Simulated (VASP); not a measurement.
NaY: relaxation of cell and atoms with PBEsol

NaY:

```
CELL_PARAMETERS angstrom
3.75023 0.00000 0.00000
0.00000 3.75023 0.00000
0.00000 0.00000 3.75023
ATOMIC_POSITIONS crystal
Na 0.50000 0.50000 0.50000
Y 0.00000 0.00000 0.00000
```

* Program: VASP 6.6.1
* Task: relaxation of cell and atoms
* Functional: PBEsol
* Potentials or basis: VASP PAW PBE potentials, release 64 (Na_pv, Y_sv)
* Cutoff: 600 eV
* k mesh: 12 × 12 × 12
* Occupations: gaussian, width 0.1 eV
* Spin: no spin polarisation
* Dipole correction: no
* Further INCAR settings: ALGO = Normal; EDIFF = 1e-06; IBRION = 2; EDIFFG = -0.005; NSW = 100; ISIF = 3

```
Relaxed volume                         : 31.03 Å³/atom
Relaxed cell                           : a = 3.959 Å, b = 3.959 Å, c = 3.959 Å, α = 90.00°, β = 90.00°, γ = 90.00°
Space group after relaxing (to 0.05 Å) : Pm-3m (No. 221)
Energy gained by relaxing              : 70.5 meV/atom
Ionic steps                            : 4
Pressure after relaxing                : 0.0 GPa
Band gap on the k mesh                 : zero (band 9 reaches 2.28 eV, above the bottom of band 10 at 1.55 eV)
```

The path:
| step | energy change (eV) | largest force (eV/Å) | pressure (GPa) | volume (Å³) |
| --- | --- | --- | --- | --- |
| 1 | 0.0000 | 0.0000 | 5.49 | 52.74 |
| 2 | -0.1350 | 0.0000 | 0.92 | 59.94 |
| 3 | -0.1408 | 0.0000 | -0.09 | 62.28 |
| 4 | -0.1409 | 0.0000 | 0.00 | 62.06 |

Final structure:
```
Na Y
1.0
     3.95910    0.00000    0.00000
     0.00000    3.95910    0.00000
     0.00000    0.00000    3.95910
Na Y
1 1
Direct
  0.50000 0.50000 0.50000
  0.00000 0.00000 0.00000
```

Levels at points of the mesh, in eV from the Fermi level:
```csv
k point,band 6,band 7,band 8,band 9,band 10,band 11,band 12,band 13
"(0.00, 0.00, 0.00)",-23.29,-23.29,-4.30,-0.20,-0.20,2.93,2.93,2.93
"(0.50, 0.00, 0.00)",-23.31,-23.31,-2.27,-1.20,0.33,1.63,1.63,3.10
"(0.50, 0.50, 0.00)",-23.34,-23.30,-1.15,-0.48,0.83,0.83,1.86,1.86
"(0.50, 0.50, 0.50)",-23.41,-23.41,-0.39,-0.39,-0.39,3.10,3.10,3.10
```

Run time: 2.7 min on 1 thread of Intel(R) Xeon(R) Platinum 8259CL CPU @ 2.50GHz (Skylake/Cascade Lake) (shared host), peak memory 0.24 GiB.

Caveat: the volume moved by over 15 % at a fixed basis, so the end points are rough; the PAW data sets were made with another functional, which shifts forces and pressure a little.
